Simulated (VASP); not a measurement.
# TePt (P6_3/mmc) in VASP: a series of runs

Runs on TePt. Level: LDA. Tasks: single point, relaxation of cell and atoms.

Program: VASP 6.6.1. These are calculated values, not measurements. Logs are shortened: lines on timing, memory, paths and dates and some standing lists are left out, and cuts for length are marked.

### Step 1. The cell of the first run

The structure is hexagonal, space group P6_3/mmc (No. 194). Conventional cell: a = 4.198 Å, b = 4.198 Å, c = 5.504 Å, α = 90.00°, β = 90.00°, γ = 120.00°. Te (site symmetry -6m2) has 6 Pt at 2.79 Å and 6 Te at 3.67 Å within 3.7 Å. Pt (site symmetry -3m) has 2 Pt at 2.75 Å and 6 Te at 2.79 Å within 3.6 Å.

### Step 2. Single point, LDA

The input, INCAR:

```
  PREC = Accurate
  ENCUT = 520
  EDIFF = 1E-6
  ISMEAR = 0
  SIGMA = 0.1
  LREAL = F
  LASPH = T
  NELM = 80
  ALGO = Normal
  ISIF = 2
  LWAVE = F
  LCHARG = F
  NBANDS = 24
```

The input, KPOINTS:

```
regular mesh
0
Gamma
  12 12 8
```

The input, POSCAR:

```
TePt
1.0
    4.1982985890      0.0000000000      0.0000000000
   -2.0991492945      3.6358332308      0.0000000000
    0.0000000000      0.0000000000      5.5040740097
Te Pt
2 2
Direct
    0.3333333333      0.6666666667      0.2500000000
    0.6666666667      0.3333333333      0.7500000000
    0.0000000000      0.0000000000      0.0000000000
    0.0000000000      0.0000000000      0.5000000000
```

Potentials or basis: VASP PAW LDA potentials, release 64 (Te, Pt).

The run is started by

```console
> cat potpaw_LDA.64/Te/POTCAR potpaw_LDA.64/Pt/POTCAR > POTCAR
> mpirun -np 1 vasp_std > vasp.out
```

OUTCAR:

```text
PREC = Accurate
   ENCUT = 520
   EDIFF = 1E-6
   ISMEAR = 0
   LREAL = F
   LASPH = T
   NELM = 80
   ISIF = 2

 ion  position               nearest neighbor table
   1  0.333  0.667  0.250-   3 2.79   4 2.79   3 2.79   4 2.79   3 2.79   4 2.79   2 3.67   2 3.67
                             2 3.67   2 3.67   2 3.67   2 3.67
   2  0.667  0.333  0.750-   3 2.79   4 2.79   3 2.79   4 2.79   3 2.79   4 2.79   1 3.67   1 3.67
                             1 3.67   1 3.67   1 3.67   1 3.67
   3  0.000  0.000  0.000-   4 2.75   4 2.75   1 2.79   2 2.79   2 2.79   1 2.79   2 2.79   1 2.79

   4  0.000  0.000  0.500-   3 2.75   3 2.75   1 2.79   2 2.79   2 2.79   1 2.79   2 2.79   1 2.79

  LATTYP: Found a hexagonal cell.
 ALAT       =     4.1982985890
 C/A-ratio  =     1.3110249052

  Lattice vectors:

 A1 = (   4.1982985890,   0.0000000000,   0.0000000000)
 A2 = (  -2.0991492945,   3.6358332308,   0.0000000000)
 A3 = (   0.0000000000,   0.0000000000,   5.5040740097)

Analysis of symmetry for initial positions (statically):
=====================================================================
 Subroutine PRICEL returns:
 Original cell was already a primitive cell.

 Routine SETGRP: Setting up the symmetry group for a
 hexagonal supercell.

 Subroutine GETGRP returns: Found 24 space group operations
 (whereof 12 operations were pure point group operations)
 out of a pool of 24 trial point group operations.

The static configuration has the point symmetry D_3d.
 The point group associated with its full space group is D_6h.

Analysis of symmetry for dynamics (positions and initial velocities):
=====================================================================
 Subroutine PRICEL returns:
 Original cell was already a primitive cell.

 Routine SETGRP: Setting up the symmetry group for a
 hexagonal supercell.

 Subroutine GETGRP returns: Found 24 space group operations
 (whereof 12 operations were pure point group operations)
 out of a pool of 24 trial point group operations.

The dynamic configuration has the point symmetry D_3d.
 The point group associated with its full space group is D_6h.

 Subroutine INISYM returns: Found 24 space group operations
 (whereof 12 operations are pure point group operations),
 and found     1 'primitive' translations

----------------------------------------------------------------------------------------

                                     Primitive cell

  volume of cell :      84.0159

  direct lattice vectors                    reciprocal lattice vectors
     4.198298589  0.000000000  0.000000000     0.238191729  0.137520059  0.000000000
    -2.099149295  3.635833231  0.000000000     0.000000000  0.275040118  0.000000000
     0.000000000  0.000000000  5.504074010     0.000000000  0.000000000  0.181683603

  length of vectors
     4.198298589  4.198298589  5.504074010     0.275040118  0.275040118  0.181683603

  position of ions in fractional coordinates (direct lattice)
     0.333333333  0.666666667  0.250000000
     0.666666667  0.333333333  0.750000000
     0.000000000  0.000000000  0.000000000
     0.000000000  0.000000000  0.500000000

  ion indices of the primitive-cell ions
   primitive index   ion index
                 1           1
                 2           2
                 3           3
                 4           4

----------------------------------------------------------------------------------------

 KPOINTS: regular mesh

Automatic generation of k-mesh.
 Grid dimensions read from file:
 generate k-points for:   12   12    8

 Generating k-lattice:

  Cartesian coordinates                     Fractional coordinates (reciprocal lattice)
     0.019849311  0.011460005  0.000000000     0.083333333  0.000000000  0.000000000
     0.000000000  0.022920010  0.000000000     0.000000000  0.083333333  0.000000000
     0.000000000  0.000000000  0.022710450     0.000000000  0.000000000  0.125000000

  Length of vectors
     0.022920010  0.022920010  0.022710450

  Shift w.r.t. Gamma in fractional coordinates (k-lattice)
     0.000000000  0.000000000  0.000000000

 Subroutine IBZKPT returns following result:
 ===========================================

 Found     95 irreducible k-points:

 Following reciprocal coordinates:
            Coordinates               Weight
  0.000000  0.000000  0.000000      1.000000
  0.083333 -0.000000  0.000000      6.000000
  0.166667  0.000000  0.000000      6.000000
  0.250000  0.000000  0.000000      6.000000
  0.333333  0.000000  0.000000      6.000000
  0.416667  0.000000  0.000000      6.000000
[... 16 lines left out ...]
  0.250000  0.000000  0.125000     12.000000
  0.333333  0.000000  0.125000     12.000000
 [... further k-points ...]
   k-points           NKPTS =     95   k-points in BZ     NKDIM =     95   number of bands    NBANDS=     24
   number of dos      NEDOS =    301   number of ions     NIONS =      4
   total plane-waves  NPLWV =  43008
   dimension x,y,z NGX =    32 NGY =   32 NGZ =   42
   dimension x,y,z NGXF=    64 NGYF=   64 NGZF=   84
   ions per type =               2   2
   NGX,Y,Z   is equivalent  to a cutoff of  12.67, 12.67, 12.69 a.u.
   NGXF,Y,Z  is equivalent  to a cutoff of  25.34, 25.34, 25.37 a.u.
 SYSTEM =  unknown system
   PREC   = accura    normal or accurate (medium, high low for compatibility)
   ISTART =      0    job   : 0-new  1-cont  2-samecut
   ICHARG =      2    charge: 1-file 2-atom 10-const
   ISPIN  =      1    spin polarized calculation?
   LNONCOLLINEAR =      F non collinear calculations
   LSORBIT =      F    spin-orbit coupling
   LASPH  =      T    aspherical Exc in radial PAW
   ENCUT  =  520.0 eV  38.22 Ry    6.18 a.u.   7.81  7.81 10.23*2*pi/ulx,y,z
   NELM   =     80;   NELMIN=  2; NELMDL= -5     # of ELM steps
   EDIFF  = 0.1E-05   stopping-criterion for ELM
   LREAL  =      F    real-space projection
   EDIFFG = 0.1E-04   stopping-criterion for IOM
   NSW    =      0    number of steps for IOM
   IBRION =     -1    ionic relax: 0-MD 1-quasi-New 2-CG
   NFREE  =      0    steps in history (QN), initial steepest desc. (CG)
   ISIF   =      2    stress and relaxation
   ISYM   =      2    0-nonsym 1-usesym 2-fastsym
   POTIM  = 0.5000    time-step for ionic-motion
   TEBEG  =    0.0;   TEEND  =   0.0 temperature during run
   PSTRESS=    0.0 pullay stress
   NELECT =      32.0000    total number of electrons
   NUPDOWN=      -1.0000    fix difference up-down
   EMIN   =  10.00;   EMAX   =-10.00  energy-range for DOS
   EFERMI =   0.00;   METHOD = LEGACY
   ISMEAR =     0;   SIGMA  =   0.10  broadening in eV -4-tet -1-fermi 0-gaus
   EFERMI_NEDOS =   21; number of points for ismear=-14 and -15
   IALGO  =     38    algorithm
   IMIX   =      4    mixing-type and parameters
     AMIX     =   0.40;   BMIX     =  1.00
     AMIX_MAG =   1.60;   BMIX_MAG =  1.00
  volume/ion in A,a.u.               =      21.00       141.74
  Fermi-wavevector in a.u.,A,eV,Ry     =   1.186691  2.242521 19.160207  1.408235
  Thomas-Fermi vector in A             =   2.322858
   LORBIT       =      0    0 simple, 1 ext, 2 COOP (PROOUT), +10 PAW based schemes
   GGA     = CA    functional components
   LHFCALC =     F    Hartree Fock is set to
   AEXX    =    0.0000 exact exchange contribution
   IVDW    =     0    specifies the selected vdW correction
   LEPSILON=     F    determine dielectric tensor
   LRPA    =     F    only Hartree local field effects (RPA)
 non-spin polarized calculation
 Gauss-broadening in eV      SIGMA  =   0.10
  energy-cutoff  :      520.00
  volume of cell :       84.02
 maximum number of plane-waves:      2284
 NGX is ok and might be reduce to    32
   NGX = 15   NGY = 15   NGZ = 21

 number of electron      32.0000004 magnetization

 Free energy of the ion-electron system (eV)
  ---------------------------------------------------
  ext. energy  EPLUGINS =         0.00000000
  ---------------------------------------------------
  free energy    TOTEN  =       -23.49673684 eV

  energy without entropy =      -23.48442271  energy(sigma->0) =      -23.49057977

 E-fermi :   9.8263     XC(G=0): -11.5242

 val. band max:        9.8195214648   @ k =   0.3333   0.1667   0.2500
 cond. band min:       9.8362194490   @ k =   0.1667   0.0000   0.3750
 fundamental gap:      0.0166979842
 Fermi energy:         9.8262503353

 k-point     1 :       0.0000    0.0000    0.0000
  band No.  band energies     occupation
      1      -4.4163      2.00000
      2      -1.5718      2.00000
      3       2.4504      2.00000
      4       3.5202      2.00000
      5       3.5202      2.00000
      6       4.1009      2.00000
[... 16 lines left out ...]
     23      17.2840      0.00000
     24      17.2840      0.00000

 k-point     2 :       0.0833   -0.0000    0.0000
  band No.  band energies     occupation
      1      -4.3458      2.00000
      2      -1.6168      2.00000
      3       2.5450      2.00000
      4       3.5460      2.00000
      5       3.6202      2.00000
      6       4.0623      2.00000
[... 16 lines left out ...]
     23      16.2152      0.00000
     24      16.9009      0.00000

 k-point     3 :       0.1667    0.0000    0.0000
  band No.  band energies     occupation
      1      -4.1398      2.00000
      2      -1.7378      2.00000
      3       2.8239      2.00000
      4       3.6133      2.00000
      5       3.8697      2.00000
      6       3.9212      2.00000
[... 16 lines left out ...]
     23      15.5929      0.00000
     24      16.1571      0.00000

 k-point     4 :       0.2500    0.0000    0.0000
  band No.  band energies     occupation
      1      -3.8156      2.00000
      2      -1.9045      2.00000
      3       3.2664      2.00000
      4       3.4201      2.00000
      5       3.6917      2.00000
      6       4.2884      2.00000
[... 16 lines left out ...]
     23      15.7807      0.00000
     24      16.6424      0.00000

 k-point     5 :       0.3333    0.0000    0.0000
  band No.  band energies     occupation
      1      -3.4085      2.00000
      2      -2.0948      2.00000
      3       2.7115      2.00000
      4       3.7438      2.00000
      5       3.8123      2.00000
      6       4.4672      2.00000
[... 16 lines left out ...]
     23      16.2226      0.00000
     24      17.7087      0.00000

 k-point     6 :       0.4167    0.0000    0.0000
  band No.  band energies     occupation
      1      -2.9785      2.00000
      2      -2.3140      2.00000
      3       2.1110      2.00000
      4       3.7595      2.00000
      5       4.2756      2.00000
      6       4.4339      2.00000
[... 16 lines left out ...]
     23      17.3335      0.00000
     24      18.5578      0.00000
[... 379 lines left out ...]
 k-point    21 :       0.0833   -0.0000    0.1250
  band No.  band energies     occupation
      1      -4.2771      2.00000
      2      -1.8053      2.00000
      3       2.7592      2.00000
      4       3.6108      2.00000
      5       3.7304      2.00000
      6       4.1848      2.00000
[... 16 lines left out ...]
     23      15.6417      0.00000
     24      16.7561      0.00000

 k-point    22 :       0.1667    0.0000    0.1250
  band No.  band energies     occupation
      1      -4.0746      2.00000
      2      -1.8821      2.00000
      3       2.8857      2.00000
      4       3.6756      2.00000
      5       4.0029      2.00000
      6       4.1020      2.00000
[... 16 lines left out ...]
     23      15.6158      0.00000
     24      16.2063      0.00000

 k-point    23 :       0.2500    0.0000    0.1250
  band No.  band energies     occupation
      1      -3.7571      2.00000
      2      -1.9980      2.00000
      3       3.1410      2.00000
      4       3.5126      2.00000
      5       3.7507      2.00000
      6       4.5673      2.00000
[... 16 lines left out ...]
     23      16.2777      0.00000
     24      16.7169      0.00000

 k-point    24 :       0.3333    0.0000    0.1250
  band No.  band energies     occupation
      1      -3.3606      2.00000
      2      -2.1440      2.00000
      3       2.7443      2.00000
      4       3.5810      2.00000
      5       3.7998      2.00000
      6       4.5507      2.00000
[... 16 lines left out ...]
     23      16.3158      0.00000
     24      17.7832      0.00000

 [... further k-points ...]

------------------------ aborting loop because EDIFF is reached ----------------------------------------

  FORCE on cell =-STRESS in cart. coord.  units (eV):
  Direction    XX          YY          ZZ          XY          YZ          ZX
  --------------------------------------------------------------------------------------
  -------------------------------------------------------------------------------------
  Total        0.0928954      0.0928954      0.2023053      0.0000000     -0.0000000      0.0000000
  in kB        1.7715080      1.7715080      3.8579468      0.0000000     -0.0000000      0.0000000
  external PRESSURE =       2.4669876 kB  Pullay stress =       0.0000000 kB

 VOLUME and BASIS-vectors are now :
 -----------------------------------------------------------------------------
  energy-cutoff  :      520.00
  volume of cell :       84.02
      direct lattice vectors                 reciprocal lattice vectors
     4.198298589  0.000000000  0.000000000     0.238191729  0.137520059  0.000000000
    -2.099149295  3.635833231  0.000000000     0.000000000  0.275040118  0.000000000
     0.000000000  0.000000000  5.504074010     0.000000000  0.000000000  0.181683603

 POSITION                                       TOTAL-FORCE (eV/Angst)
 -----------------------------------------------------------------------------------
     -0.00000      2.42389      1.37602         0.000000     -0.000000      0.000000
      2.09915      1.21194      4.12806        -0.000000      0.000000      0.000000
      0.00000      0.00000      0.00000         0.000000      0.000000      0.000000
      0.00000      0.00000      2.75204         0.000000      0.000000      0.000000
 -----------------------------------------------------------------------------------
    total drift:                                0.000000     -0.000000      0.000000

  FREE ENERGIE OF THE ION-ELECTRON SYSTEM (eV)
  ---------------------------------------------------
  free  energy   TOTEN  =       -23.4967368363 eV

  energy  without entropy=      -23.4844227054  energy(sigma->0) =      -23.49057977
```

Wall time 2.6 min (1 thread of Intel Xeon 8259CL, shared host); peak memory 0.29 GiB.

What came out:

```
Free energy            : -23.4967 eV
Pressure               : 0.2 GPa
Band gap on the k mesh : zero (bands 16 and 17 overlap by 1.42 eV)
```

Caveat: spin-orbit coupling is left out, which moves the levels of the heavy elements.

### Step 3. Single point, LDA

The input, INCAR:

```
SYSTEM = TePt
PREC = Accurate
ENCUT = 520
EDIFF = 1E-6
ISMEAR = 0
SIGMA = 0.15
LREAL = .FALSE.
LASPH = .TRUE.
NELM = 80
ALGO = Normal
ISIF = 2
LWAVE = .FALSE.
LCHARG = .FALSE.
NBANDS = 24
```

The input, KPOINTS:

```
Automatic mesh
0
G
  12 12 8
  0 0 0
```

POSCAR is that of step 2.

Potentials or basis: VASP PAW LDA potentials, release 64 (Te, Pt).

The run is started by

```console
> cat potpaw_LDA.64/Te/POTCAR potpaw_LDA.64/Pt/POTCAR > POTCAR
> mpirun -np 1 vasp_std > vasp.out
```

Wall time 2.6 min (1 thread of Intel Xeon 8259CL, shared host); peak memory 0.3 GiB.

It converged, with:

- Free energy: -23.5041 eV
- Pressure: 0.3 GPa
- Band gap on the k mesh: zero (bands 16 and 17 overlap by 1.42 eV)

Stress tensor (GPa, compression positive):
```
0.21 0.00 0.00
0.00 0.21 0.00
0.00 0.00 0.36
```

Levels at points of the mesh, in eV from the Fermi level:
```
           k point  band 14  band 15  band 16  band 17  band 18  band 19
(0.00, 0.00, 0.00)    -1.68     0.23     0.66     1.63     1.70     2.25
(0.50, 0.00, 0.00)    -2.12    -1.93    -1.62     1.44     2.59     3.46
(0.00, 0.00, 0.50)    -2.61     1.00     1.00     1.00     1.00     4.08
(0.50, 0.00, 0.50)    -3.03    -0.46    -0.46     0.45     0.45     2.62
```

Caveat: spin-orbit coupling is left out, which moves the levels of the heavy elements.

### Step 4. Relaxation of cell and atoms, LDA

The input, INCAR:

```
SYSTEM = TePt
PREC = Accurate ; ENCUT = 600
EDIFF = 1E-6 ; ISMEAR = 0
SIGMA = 0.1 ; LREAL = .False.
LASPH = .True. ; NELM = 80
ALGO = Normal ; ISIF = 3
LWAVE = .False. ; LCHARG = .False.
IBRION = 2 ; NSW = 100
EDIFFG = -0.005
```

The input, KPOINTS:

```
regular mesh
0
Gamma
  12 12 8
  0 0 0
```

The input, POSCAR:

```
TePt
1.0
    4.2020777527      0.0000000000      0.0000000000
   -2.1010388763      3.6391060825      0.0000000000
    0.0000000000      0.0000000000      5.4920732433
Te Pt
2 2
Direct
    0.3333333333      0.6666666667      0.2500000000
    0.6666666667      0.3333333333      0.7500000000
    0.0000000000      0.0000000000      0.0000000000
    0.0000000000      0.0000000000      0.5000000000
```

The run is started by

```console
> cat potpaw_LDA.64/Te/POTCAR potpaw_LDA.64/Pt/POTCAR > POTCAR
> mpirun -np 1 vasp_std > vasp.out
```

Wall time 7.8 min (1 thread of Intel Xeon 8259CL, shared host); peak memory 0.34 GiB.

Results (log left out):

| Quantity | Value |
| --- | --- |
| Free energy | -23.4968 eV |
| Relaxed volume | 21.05 Å³/atom |
| Relaxed cell | a = 4.199 Å, b = 4.199 Å, c = 5.513 Å, α = 90.00°, β = 90.00°, γ = 120.00° |
| Space group after relaxing (to 0.1 Å) | P6_3/mmc (No. 194) |
| Energy gained by relaxing | 0.2 meV/atom |
| Ionic steps | 4 |
| Pressure after relaxing | 0.0 GPa |
| Band gap on the k mesh | zero (bands 16 and 17 overlap by 1.42 eV) |

Step by step:
```tsv
step	energy change (eV)	largest force (eV/Å)	pressure (GPa)	volume (Å³)
1	0.0000	0.0000	0.35	83.98
2	0.0000	0.0000	-0.61	84.54
3	-0.0005	0.0000	-0.14	84.26
4	-0.0007	0.0000	-0.03	84.19
```

Final structure:
```
Te Pt
1.0
     4.19919    0.00000    0.00000
    -2.09959    3.63660    0.00000
     0.00000    0.00000    5.51288
Te Pt
2 2
Cartesian
  0.0000 2.4244 1.3782
  2.0996 1.2122 4.1347
  4.1992 0.0000 0.0000
  4.1992 0.0000 2.7564
```

Levels at points of the mesh, in eV from the Fermi level:
| k point | band 14 | band 15 | band 16 | band 17 | band 18 | band 19 |
| --- | --- | --- | --- | --- | --- | --- |
| (0.00, 0.00, 0.00) | -1.67 | 0.23 | 0.65 | 1.64 | 1.70 | 2.25 |
| (0.50, 0.00, 0.00) | -2.11 | -1.93 | -1.61 | 1.43 | 2.58 | 3.46 |
| (0.00, 0.00, 0.50) | -2.61 | 1.00 | 1.00 | 1.00 | 1.00 | 4.07 |
| (0.50, 0.00, 0.50) | -3.02 | -0.46 | -0.46 | 0.45 | 0.45 | 2.61 |

Caveat: spin-orbit coupling is left out, which moves the levels of the heavy elements.

### Step 5. The runs side by side

```csv
task,cell,cutoff (eV),smearing,gap on the mesh (eV),pressure (GPa)
single point,"a = 4.198, b = 4.198, c = 5.504 Å, angles 90.0, 90.0, 120.0°, 4 atoms",520,gaussian 0.1 eV,none,0.2
single point,"a = 4.198, b = 4.198, c = 5.504 Å, angles 90.0, 90.0, 120.0°, 4 atoms",520,gaussian 0.15 eV,none,0.3
relaxation of cell and atoms,"relaxed from a = 4.202, b = 4.202, c = 5.492 Å, angles 90.0, 90.0, 120.0°, 4 atoms",600,gaussian 0.1 eV,none,0.0
```

Alike in all rows: level LDA; potentials or basis VASP PAW LDA potentials, release 64 (Te, Pt); no spin polarisation; k mesh 12 × 12 × 8.

Caveats: spin-orbit coupling is left out, which moves the levels of the heavy elements.

Total energies depend on the potentials used, so only differences within one code and one set of settings carry meaning.
